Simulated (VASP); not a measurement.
The system is Cd2Se3.

```
Cd Se
1.0
     6.88409    0.00000    0.00000
    -3.44205    5.96180    0.00000
     0.00000    0.00000    7.80887
Cd Se
4 6
Direct
  0.33333 0.66667 0.62160
  0.66667 0.33333 0.12160
  0.33333 0.66667 0.29197
  0.66667 0.33333 0.79197
  0.52474 0.47526 0.36335
  0.52474 0.04948 0.36335
  0.95052 0.47526 0.36335
  0.47526 0.52474 0.86335
  0.47526 0.95052 0.86335
  0.04948 0.52474 0.86335
```

The cell was generated, and may not be a known phase.

| Property | Result |
| --- | --- |
| Program | VASP 6.6.1 |
| Task | relaxation of cell and atoms |
| Functional | PBE |
| Potentials or basis | VASP PAW PBE potentials, release 64 (Cd, Se) |
| Cutoff | 600 eV |
| k mesh | 3 × 3 × 2 |
| Occupations | gaussian, width 0.2 eV |
| Spin | no spin polarisation |

At the start: pressure 12.4 GPa; volume 32.05 Å³/atom.

Question: How do energy, volume and symmetry change on relaxing?

Answer: Over 26 steps the energy falls by 493.7 meV/atom and the volume is 32.37 Å³/atom (+1.0 %); space group P6_3mc (No. 186, to 0.1 Å) before, P6/mmm (No. 191, to 0.1 Å).

The path:
```tsv
step	energy change (eV)	largest force (eV/Å)	pressure (GPa)	volume (Å³)
1	0.0000	3.5340	12.41	320.49
2	-2.3712	0.3427	-3.32	449.95
3	-3.0511	0.6440	-0.40	397.31
4	-3.0505	0.6806	-0.27	395.66
5	-3.1402	0.6111	-0.26	392.27
6	-3.2925	0.5334	-0.13	381.84
7	-3.3129	0.5442	-0.03	376.97
8	-3.3991	0.5474	-0.21	374.25
9	-3.6748	0.5935	-0.68	366.17
10	-4.2412	0.4876	-1.13	350.36
11	-3.6866	1.7210	3.73	320.10
12	-4.4096	0.3726	-0.90	343.53
13	-4.4503	0.7716	0.40	331.61
14	-4.4938	0.4510	-0.43	337.45
15	-4.4968	0.5018	-0.32	336.40
16	-4.5790	0.7017	0.80	326.51
17	-4.5806	0.7341	1.01	324.85
18	-4.6418	0.6480	0.78	325.82
19	-4.7621	0.3930	0.24	328.71
20	-4.7723	0.1833	-0.23	334.33
21	-4.8008	0.1433	-0.10	331.90
22	-4.8635	0.1052	-0.29	331.35
23	-4.9204	0.0886	-0.63	329.99
24	-4.9280	0.1217	0.51	319.65
25	-4.9339	0.1083	0.03	323.70
26	-4.9369	0.0608	0.03	323.68
```

Final structure:
```yaml
crystal:
  lattice:
    - [6.74257, 0.00000, 0.00000]
    - [-3.37128, 5.83923, 0.00000]
    - [0.00000, 0.00000, 8.22121]
  atoms:
    - { symbol: Cd, position: [0.33333, 0.66667, 0.64914] }
    - { symbol: Cd, position: [0.66667, 0.33333, 0.14914] }
    - { symbol: Cd, position: [0.33333, 0.66667, 0.15367] }
    - { symbol: Cd, position: [0.66667, 0.33333, 0.65367] }
    - { symbol: Se, position: [0.50091, 0.49909, 0.40027] }
    - { symbol: Se, position: [0.50092, 0.00183, 0.40027] }
    - { symbol: Se, position: [0.99817, 0.49909, 0.40027] }
    - { symbol: Se, position: [0.49908, 0.50091, 0.90027] }
    - { symbol: Se, position: [0.49909, 0.99817, 0.90027] }
    - { symbol: Se, position: [0.00183, 0.50091, 0.90027] }
```

Caveat: the k points lie up to 0.38 Å⁻¹ apart in the final cell, too coarse for converged energies and pressures of a metal; the relaxation stopped at a loose force limit of 0.08 eV/Å, so its end isn't a converged minimum.
